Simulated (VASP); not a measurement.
A run of VASP 6.6.1:

Contents of INCAR:

```
  ALGO = Normal
  EDIFF = 1E-6
  ENCUT = 520
  GGA = PE
  ISIF = 2
  ISMEAR = -1
  LASPH = T
  LCHARG = T
  LELF = T
  LREAL = F
  LVHAR = T
  LWAVE = F
  NBANDS = 34
  NELM = 100
  PREC = Accurate
  SIGMA = 0.15
```

Contents of KPOINTS:

```
k-points
0
Gamma
  3 3 1
```

File POSCAR:

```
Al12HC
1.0
    5.7275650000      0.0000000000      0.0000000000
    2.8637820000      4.9602170000      0.0000000000
    0.0000000000      0.0000000000     17.6765370000
Al C H
12 1 1
Direct
    0.1666666208      0.1666667003      0.0565722234
    0.6666667081      0.1666667003      0.0565722234
    0.1666666712      0.6666665995      0.0565722234
    0.6666667585      0.6666665995      0.0565722234
   -0.1672435635      0.3336218960      0.1880782984
    0.3339143296      0.3339922427      0.1880836162
   -0.1667849706      0.8333381382      0.1878186321
    0.3335209175      0.8328690055      0.1880631370
   -0.0091062478     -0.0089278352      0.3248014586
    0.5186516180     -0.0089004171      0.3247299513
   -0.0090232672      0.5187662153      0.3247222575
    0.5002936814      0.5004617742      0.3150937313
    1.1667924299      0.1669193102      0.3773676937
    1.1673114261      0.1673517509      0.4396050539
```

Potentials or basis: VASP PAW PBE potentials, release 64 (Al, C, H).

The run is started by

```sh
$ cat potpaw_PBE.64/Al/POTCAR potpaw_PBE.64/C/POTCAR potpaw_PBE.64/H/POTCAR > POTCAR
$ mpirun -np 1 vasp_std > vasp.out
```

Hardware: 1 thread of AMD EPYC 9R14 (Zen 4), with other jobs on the host.

Q: How long does it take, and how much memory?

A: Run time: 2.5 min on 1 thread of AMD EPYC 9R14 (Zen 4), with other jobs on the host, peak memory 0.65 GiB. Counts: scf iterations 22, k points 5.
